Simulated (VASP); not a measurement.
The system is InP.

```xyz
2
Lattice="0.0000 2.9750 2.9750 2.9750 0.0000 2.9750 2.9750 2.9750 0.0000" Properties=species:S:1:pos:R:3 pbc="T T T"
In    0.0000    0.0000    0.0000
P     1.4875    1.4875    1.4875
```

```yaml
Program: VASP 6.6.1
Task: relaxation of cell and atoms
Functional: LDA
Potentials_or_basis: VASP PAW LDA potentials, release 64 (In_d, P)
Cutoff: 500 eV
k_mesh: 7 × 7 × 7
Occupations: methfessel-paxton, width 0.01 eV
Spin: no spin polarisation
```

At the start: pressure -3.9 GPa; volume 26.33 Å³/atom.

**Question.** Where does the relaxation end?

**Answer.** Over 3 steps the energy falls by 20.4 meV/atom and the volume is 24.74 Å³/atom (-6.0 %); space group F-43m (No. 216, to 0.1 Å) before and after.

The path:
```
step  energy change (eV)  largest force (eV/Å)  pressure (GPa)  volume (Å³)
   1              0.0000                0.0000           -3.87        52.66
   2             -0.0298                0.0000            2.40        47.96
   3             -0.0407                0.0000           -0.02        49.48
```

Final structure:
```
In P
1.0
     0.00000    2.91381    2.91381
     2.91381    0.00000    2.91381
     2.91381    2.91381    0.00000
In P
1 1
Direct
  0.00000 0.00000 0.00000
  0.25000 0.25000 0.25000
```
